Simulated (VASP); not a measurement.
# Sn4AsSe (P3m1) in VASP: notebook

Sn4AsSe is run at these levels: PBE; tasks: single point, relaxation of cell and atoms.

Everything below comes from runs of VASP 6.6.1. Logs are shortened: lines on timing, memory, paths and dates and some standing lists are left out, and cuts for length are marked.

## 1. The cell of the first run

The structure is trigonal, space group P3m1 (No. 156). The conventional cell has a = 4.142 Å, b = 4.142 Å, c = 11.004 Å, α = 90.00°, β = 90.00°, γ = 120.00°. Sn (site symmetry 3m) has 3 As at 2.89 Å and 3 Sn at 3.19 Å within 3.8 Å. Within 3.8 Å of Sn (site symmetry 3m) lie 3 As at 2.90 Å and 3 Se at 3.02 Å. Sn (site symmetry 3m) has 3 Se at 2.99 Å and 3 Sn at 3.12 Å within 3.9 Å. Within 4.2 Å of Sn (site symmetry 3m) lie 12 Sn at 3.12 to 4.14 Å. As (site symmetry 3m) has 6 Sn at 2.89 to 2.90 Å within 3.8 Å. Se (site symmetry 3m) has 6 Sn at 2.99 to 3.02 Å within 3.9 Å.

## 2. Single point, PBE

Input file INCAR:

```
PREC = Accurate
ENCUT = 520
EDIFF = 1E-6
ISMEAR = 0
SIGMA = 0.2
LREAL = F
LASPH = T
NELM = 80
ALGO = Fast
ISIF = 2
LWAVE = F
LCHARG = T
GGA = PE
LELF = T
LVHAR = T
NBANDS = 42
```

Input file KPOINTS:

```
Automatic mesh
0
Gamma
  5 5 2
```

Input file POSCAR:

```
Sn4AsSe
1.0
    4.1423317931      0.0000000000      0.0000000000
   -2.0711658966      3.5873645638      0.0000000000
    0.0000000000      0.0000000000     11.0043825236
Sn As Se
4 1 1
Direct
    0.0000000000      0.0000000000      0.0106835116
    0.6666666667      0.3333333333      0.3065017924
    0.3333333333      0.6666666667      0.6368537669
    0.6666666667      0.3333333333      0.8193236270
    0.3333333333      0.6666666667      0.1580732044
    0.0000000000      0.0000000000      0.4735640978
```

Potentials or basis: VASP PAW PBE potentials, release 64 (Sn_d, As, Se).

Started as:

```console
$ cat potpaw_PBE.64/Sn_d/POTCAR potpaw_PBE.64/As/POTCAR potpaw_PBE.64/Se/POTCAR > POTCAR
$ mpirun -np 1 vasp_std > vasp.out
```

OUTCAR:

```text
PREC = Accurate
   ENCUT = 520
   EDIFF = 1E-6
   ISMEAR = 0
   LREAL = F
   LASPH = T
   NELM = 80
   ISIF = 2
   GGA = PE

 ion  position               nearest neighbor table
   1  0.000  0.000  0.011-   5 2.89   5 2.89   5 2.89   4 3.19   4 3.19   4 3.19
   2  0.667  0.333  0.307-   5 2.90   5 2.90   5 2.90   6 3.02   6 3.02   6 3.02
   3  0.333  0.667  0.637-   6 2.99   6 2.99   6 2.99   4 3.12   4 3.12   4 3.12
   4  0.667  0.333  0.819-   3 3.12   3 3.12   3 3.12   1 3.19   1 3.19   1 3.19
   5  0.333  0.667  0.158-   1 2.89   1 2.89   1 2.89   2 2.90   2 2.90   2 2.90
   6  0.000  0.000  0.474-   3 2.99   3 2.99   3 2.99   2 3.02   2 3.02   2 3.02

  LATTYP: Found a hexagonal cell.
 ALAT       =     4.1423317931
 C/A-ratio  =     2.6565671398

  Lattice vectors:

 A1 = (   4.1423317931,   0.0000000000,   0.0000000000)
 A2 = (  -2.0711658966,   3.5873645638,   0.0000000000)
 A3 = (   0.0000000000,   0.0000000000,  11.0043825236)

Analysis of symmetry for initial positions (statically):
=====================================================================
 Subroutine PRICEL returns:
 Original cell was already a primitive cell.

 Routine SETGRP: Setting up the symmetry group for a
 hexagonal supercell.

 Subroutine GETGRP returns: Found  6 space group operations
 (whereof  6 operations were pure point group operations)
 out of a pool of 24 trial point group operations.

The static configuration has the point symmetry C_3v.

Analysis of symmetry for dynamics (positions and initial velocities):
=====================================================================
 Subroutine PRICEL returns:
 Original cell was already a primitive cell.

 Routine SETGRP: Setting up the symmetry group for a
 hexagonal supercell.

 Subroutine GETGRP returns: Found  6 space group operations
 (whereof  6 operations were pure point group operations)
 out of a pool of 24 trial point group operations.

The dynamic configuration has the point symmetry C_3v.

 Subroutine INISYM returns: Found  6 space group operations
 (whereof  6 operations are pure point group operations),
 and found     1 'primitive' translations

----------------------------------------------------------------------------------------

                                     Primitive cell

  volume of cell :     163.5257

  direct lattice vectors                    reciprocal lattice vectors
     4.142331793  0.000000000  0.000000000     0.241409923  0.139378084  0.000000000
    -2.071165897  3.587364564  0.000000000     0.000000000  0.278756168  0.000000000
     0.000000000  0.000000000 11.004382524     0.000000000  0.000000000  0.090872886

  length of vectors
     4.142331793  4.142331793 11.004382524     0.278756168  0.278756168  0.090872886

  position of ions in fractional coordinates (direct lattice)
     0.000000000  0.000000000  0.010683512
     0.666666667  0.333333333  0.306501792
     0.333333333  0.666666667  0.636853767
     0.666666667  0.333333333  0.819323627
     0.333333333  0.666666667  0.158073204
     0.000000000  0.000000000  0.473564098

  ion indices of the primitive-cell ions
   primitive index   ion index
                 1           1
                 2           2
                 3           3
                 4           4
                 5           5
                 6           6

----------------------------------------------------------------------------------------

 KPOINTS: Automatic mesh

Automatic generation of k-mesh.
 Grid dimensions read from file:
 generate k-points for:    5    5    2

 Generating k-lattice:

  Cartesian coordinates                     Fractional coordinates (reciprocal lattice)
     0.048281985  0.027875617  0.000000000     0.200000000  0.000000000  0.000000000
     0.000000000  0.055751234  0.000000000     0.000000000  0.200000000  0.000000000
     0.000000000  0.000000000  0.045436443     0.000000000  0.000000000  0.500000000

  Length of vectors
     0.055751234  0.055751234  0.045436443

  Shift w.r.t. Gamma in fractional coordinates (k-lattice)
     0.000000000  0.000000000  0.000000000

 Subroutine IBZKPT returns following result:
 ===========================================

 Found     10 irreducible k-points:

 Following reciprocal coordinates:
            Coordinates               Weight
  0.000000  0.000000  0.000000      1.000000
  0.200000 -0.000000  0.000000      6.000000
  0.400000 -0.000000  0.000000      6.000000
  0.200000  0.200000  0.000000      6.000000
  0.400000  0.200000  0.000000      6.000000
  0.000000  0.000000  0.500000      1.000000
  0.200000 -0.000000  0.500000      6.000000
  0.400000 -0.000000  0.500000      6.000000
  0.200000  0.200000  0.500000      6.000000
  0.400000  0.200000  0.500000      6.000000
   k-points           NKPTS =     10   k-points in BZ     NKDIM =     10   number of bands    NBANDS=     42
   number of dos      NEDOS =    301   number of ions     NIONS =      6
   total plane-waves  NPLWV =  86016
   dimension x,y,z NGX =    32 NGY =   32 NGZ =   84
   dimension x,y,z NGXF=    64 NGYF=   64 NGZF=  168
   ions per type =               4   1   1
   NGX,Y,Z   is equivalent  to a cutoff of  12.84, 12.84, 12.69 a.u.
   NGXF,Y,Z  is equivalent  to a cutoff of  25.69, 25.69, 25.38 a.u.
 SYSTEM =  unknown system
   PREC   = accura    normal or accurate (medium, high low for compatibility)
   ISTART =      0    job   : 0-new  1-cont  2-samecut
   ICHARG =      2    charge: 1-file 2-atom 10-const
   ISPIN  =      1    spin polarized calculation?
   LNONCOLLINEAR =      F non collinear calculations
   LSORBIT =      F    spin-orbit coupling
   LASPH  =      T    aspherical Exc in radial PAW
   ENCUT  =  520.0 eV  38.22 Ry    6.18 a.u.   7.70  7.70 20.46*2*pi/ulx,y,z
   NELM   =     80;   NELMIN=  2; NELMDL= -5     # of ELM steps
   EDIFF  = 0.1E-05   stopping-criterion for ELM
   LREAL  =      F    real-space projection
   EDIFFG = 0.1E-04   stopping-criterion for IOM
   NSW    =      0    number of steps for IOM
   IBRION =     -1    ionic relax: 0-MD 1-quasi-New 2-CG
   NFREE  =      0    steps in history (QN), initial steepest desc. (CG)
   ISIF   =      2    stress and relaxation
   ISYM   =      2    0-nonsym 1-usesym 2-fastsym
   POTIM  = 0.5000    time-step for ionic-motion
   TEBEG  =    0.0;   TEEND  =   0.0 temperature during run
   PSTRESS=    0.0 pullay stress
   NELECT =      67.0000    total number of electrons
   NUPDOWN=      -1.0000    fix difference up-down
   EMIN   =  10.00;   EMAX   =-10.00  energy-range for DOS
   EFERMI =   0.00;   METHOD = LEGACY
   ISMEAR =     0;   SIGMA  =   0.20  broadening in eV -4-tet -1-fermi 0-gaus
   EFERMI_NEDOS =   21; number of points for ismear=-14 and -15
   IALGO  =     68    algorithm
   IMIX   =      4    mixing-type and parameters
     AMIX     =   0.40;   BMIX     =  1.00
     AMIX_MAG =   1.60;   BMIX_MAG =  1.00
  volume/ion in A,a.u.               =      27.25       183.92
  Fermi-wavevector in a.u.,A,eV,Ry     =   1.215918  2.297752 20.115634  1.478457
  Thomas-Fermi vector in A             =   2.351289
   LORBIT       =      0    0 simple, 1 ext, 2 COOP (PROOUT), +10 PAW based schemes
   GGA     = PE    functional components
   LHFCALC =     F    Hartree Fock is set to
   AEXX    =    0.0000 exact exchange contribution
   IVDW    =     0    specifies the selected vdW correction
   LEPSILON=     F    determine dielectric tensor
   LRPA    =     F    only Hartree local field effects (RPA)
 non-spin polarized calculation
 RMM-DIIS sequential band-by-band and
 Gauss-broadening in eV      SIGMA  =   0.20
  energy-cutoff  :      520.00
  volume of cell :      163.53
 maximum number of plane-waves:      4427
 NGX is ok and might be reduce to    32
   NGX = 15   NGY = 15   NGZ = 41

 number of electron      66.9999999 magnetization

 Free energy of the ion-electron system (eV)
  ---------------------------------------------------
  ext. energy  EPLUGINS =         0.00000000
  ---------------------------------------------------
  free energy    TOTEN  =       -24.07043718 eV

  energy without entropy =      -23.99000880  energy(sigma->0) =      -24.03022299

 E-fermi :   6.3115     XC(G=0):  -9.8419

 val. band max:        6.3062973647   @ k =   0.4000   0.2000   0.5000
 cond. band min:       6.3396368538   @ k =   0.4000   0.2000   0.0000
 fundamental gap:      0.0333394891
 Fermi energy:         6.3114949509

 k-point     1 :       0.0000    0.0000    0.0000
  band No.  band energies     occupation
      1     -15.2972      2.00000
      2     -15.2972      2.00000
      3     -15.2451      2.00000
      4     -15.2451      2.00000
      5     -15.2411      2.00000
      6     -15.1944      2.00000
[... 34 lines left out ...]
     41       9.5306      0.00000
     42      11.2774      0.00000

 k-point     2 :       0.2000   -0.0000    0.0000
  band No.  band energies     occupation
      1     -15.2938      2.00000
      2     -15.2879      2.00000
      3     -15.2469      2.00000
      4     -15.2379      2.00000
      5     -15.2338      2.00000
      6     -15.2001      2.00000
[... 34 lines left out ...]
     41      10.4515      0.00000
     42      11.0141      0.00000

 k-point     3 :       0.4000   -0.0000    0.0000
  band No.  band energies     occupation
      1     -15.2893      2.00000
      2     -15.2726      2.00000
      3     -15.2488      2.00000
      4     -15.2256      2.00000
      5     -15.2239      2.00000
      6     -15.2096      2.00000
[... 34 lines left out ...]
     41       9.9243      0.00000
     42      10.9394      0.00000

 k-point     4 :       0.2000    0.2000    0.0000
  band No.  band energies     occupation
      1     -15.2928      2.00000
      2     -15.2705      2.00000
      3     -15.2437      2.00000
      4     -15.2358      2.00000
      5     -15.2234      2.00000
      6     -15.2049      2.00000
[... 214 lines left out ...]
     41      10.8976      0.00000
     42      11.2009      0.00000

 k-point     9 :       0.2000    0.2000    0.5000
  band No.  band energies     occupation
      1     -15.2929      2.00000
      2     -15.2705      2.00000
      3     -15.2437      2.00000
      4     -15.2358      2.00000
      5     -15.2234      2.00000
      6     -15.2043      2.00000
[... 34 lines left out ...]
     41      10.6718      0.00000
     42      11.5012      0.00000

 k-point    10 :       0.4000    0.2000    0.5000
  band No.  band energies     occupation
      1     -15.2924      2.00000
      2     -15.2576      2.00000
      3     -15.2415      2.00000
      4     -15.2278      2.00000
      5     -15.2253      2.00000
      6     -15.2064      2.00000
[... 34 lines left out ...]
     41      11.0285      0.00000
     42      11.7313      0.00000

------------------------ aborting loop because EDIFF is reached ----------------------------------------

  FORCE on cell =-STRESS in cart. coord.  units (eV):
  Direction    XX          YY          ZZ          XY          YZ          ZX
  --------------------------------------------------------------------------------------
  -------------------------------------------------------------------------------------
  Total       -0.1448653     -0.1448653      0.0822581      0.0000000      0.0000000      0.0000000
  in kB       -1.4193478     -1.4193478      0.8059406      0.0000000      0.0000000      0.0000000
  external PRESSURE =      -0.6775850 kB  Pullay stress =       0.0000000 kB

 VOLUME and BASIS-vectors are now :
 -----------------------------------------------------------------------------
  energy-cutoff  :      520.00
  volume of cell :      163.53
      direct lattice vectors                 reciprocal lattice vectors
     4.142331793  0.000000000  0.000000000     0.241409923  0.139378084  0.000000000
    -2.071165897  3.587364564  0.000000000     0.000000000  0.278756168  0.000000000
     0.000000000  0.000000000 11.004382524     0.000000000  0.000000000  0.090872886

 POSITION                                       TOTAL-FORCE (eV/Angst)
 -----------------------------------------------------------------------------------
      0.00000      0.00000      0.11757        -0.000000     -0.000000      0.069350
      2.07117      1.19579      3.37286        -0.000000      0.000000     -0.039356
     -0.00000      2.39158      7.00818         0.000000     -0.000000     -0.041009
      2.07117      1.19579      9.01615        -0.000000     -0.000000      0.024829
     -0.00000      2.39158      1.73950         0.000000     -0.000000     -0.056787
      0.00000      0.00000      5.21128         0.000000     -0.000000      0.042974
 -----------------------------------------------------------------------------------
    total drift:                               -0.000001      0.000000     -0.000789

  FREE ENERGIE OF THE ION-ELECTRON SYSTEM (eV)
  ---------------------------------------------------
  free  energy   TOTEN  =       -24.0704371847 eV

  energy  without entropy=      -23.9900088027  energy(sigma->0) =      -24.03022299
```

Wall time 2 min (1 thread of Oxide Virtual Turin-like, shared host); peak memory 0.27 GiB.

Results:

```
Free energy            : -24.0704 eV
Pressure               : -0.1 GPa
Largest force          : 0.069 eV/Å
Band gap on the k mesh : zero (an odd number of electrons rules out a gap without spin polarisation)
```

Forces on the atoms (eV/Å):
```
Sn   0.000  0.000  0.069
Sn   0.000  0.000 -0.039
Sn   0.000  0.000 -0.041
Sn   0.000  0.000  0.025
As   0.000  0.000 -0.057
Se   0.000  0.000  0.043
```

Caveat: spin-orbit coupling is left out, which moves the levels of the heavy elements.

## 3. Relaxation of cell and atoms, PBE

This run uses another cell than the first one, of 26.10 Å³/atom.

Input file INCAR:

```
SYSTEM = Sn4AsSe
PREC = Accurate
ENCUT = 600
EDIFF = 1E-6
ISMEAR = 0
SIGMA = 0.2
LREAL = .False.
LASPH = .True.
NELM = 80
ALGO = Normal
ISIF = 3
LWAVE = .False.
LCHARG = .False.
GGA = PE
IBRION = 2
NSW = 36
EDIFFG = -0.08
```

Input file KPOINTS:

```
regular mesh
0
Gamma
  5 5 2
  0 0 0
```

Input file POSCAR:

```
Sn4AsSe
1.0
    4.1500000000      0.0000000000      0.0000000000
   -2.0750000000      3.5940054300      0.0000000000
    0.0000000000      0.0000000000     10.5000000000
Sn As Se
4 1 1
Direct
    0.0000000000      0.0000000000      0.0000000000
    0.6666666700      0.3333333300      0.3200000000
    0.3333333300      0.6666666700      0.6350000000
    0.6666666700      0.3333333300      0.8200000000
    0.3333333300      0.6666666700      0.1550000000
    0.0000000000      0.0000000000      0.4750000000
```

Potentials or basis: VASP PAW PBE potentials, release 64 (Sn_d, As, Se).

Started as:

```console
$ cat potpaw_PBE.64/Sn_d/POTCAR potpaw_PBE.64/As/POTCAR potpaw_PBE.64/Se/POTCAR > POTCAR
$ mpirun -np 1 vasp_std > vasp.out
```

Wall time 14 min (1 thread of Oxide Virtual Turin-like, shared host); peak memory 0.35 GiB.

The run converged. Its results:

* Free energy: -24.0725 eV
* Relaxed volume: 27.19 Å³/atom
* Relaxed cell: a = 4.108 Å, b = 4.108 Å, c = 11.160 Å, α = 90.00°, β = 90.00°, γ = 120.00°
* Space group after relaxing (to 0.1 Å): P3m1 (No. 156)
* Energy gained by relaxing: 27.9 meV/atom
* Ionic steps: 12
* Pressure after relaxing: 0.2 GPa
* Largest force after relaxing: 0.068 eV/Å
* Band gap on the k mesh: zero (an odd number of electrons rules out a gap without spin polarisation)

Forces in eV/Å, atoms in the order of the input:
```
Sn   0.000  0.000 -0.001
Sn   0.000  0.000  0.065
Sn   0.000  0.000 -0.068
Sn   0.000  0.000  0.019
As   0.000  0.000  0.001
Se   0.000  0.000 -0.016
```

The path:
| step | energy change (eV) | largest force (eV/Å) | pressure (GPa) | volume (Å³) |
| --- | --- | --- | --- | --- |
| 1 | 0.0000 | 0.9324 | 2.22 | 156.61 |
| 2 | -0.0922 | 0.5896 | -0.65 | 164.96 |
| 3 | -0.0925 | 0.5731 | -0.78 | 165.43 |
| 4 | -0.1305 | 0.3650 | -0.48 | 164.34 |
| 5 | -0.1571 | 0.0924 | 0.13 | 162.61 |
| 6 | -0.1573 | 0.1094 | 0.22 | 162.42 |
| 7 | -0.1605 | 0.1184 | -0.04 | 163.42 |
| 8 | -0.1614 | 0.1305 | -0.28 | 164.30 |
| 9 | -0.1640 | 0.1141 | -0.17 | 164.02 |
| 10 | -0.1666 | 0.0879 | 0.03 | 163.53 |
| 11 | -0.1658 | 0.0654 | 0.50 | 162.53 |
| 12 | -0.1672 | 0.0682 | 0.25 | 163.12 |

Final structure:
```
Sn As Se
1.0
     4.10813    0.00000    0.00000
    -2.05406    3.55774    0.00000
     0.00000    0.00000   11.16047
Sn As Se
4 1 1
Direct
  0.00000 0.00000 0.01251
  0.66667 0.33333 0.30440
  0.33333 0.66667 0.63592
  0.66667 0.33333 0.82024
  0.33333 0.66667 0.15661
  0.00000 0.00000 0.47533
```

Levels at points of the mesh, in eV from the Fermi level:
```tsv
k point	band 31	band 32	band 33	band 34	band 35	band 36
(0.00, 0.00, 0.00)	-0.92	0.33	1.30	1.30	1.40	2.35
(0.00, 0.00, 0.50)	-0.74	-0.35	1.52	1.52	1.64	1.74
```

Caveat: spin-orbit coupling is left out, which moves the levels of the heavy elements; the relaxation stopped at a loose force limit of 0.08 eV/Å, so its end isn't a converged minimum.

The gap in the log of VASP goes by the Fermi energy; the results here count the filled bands.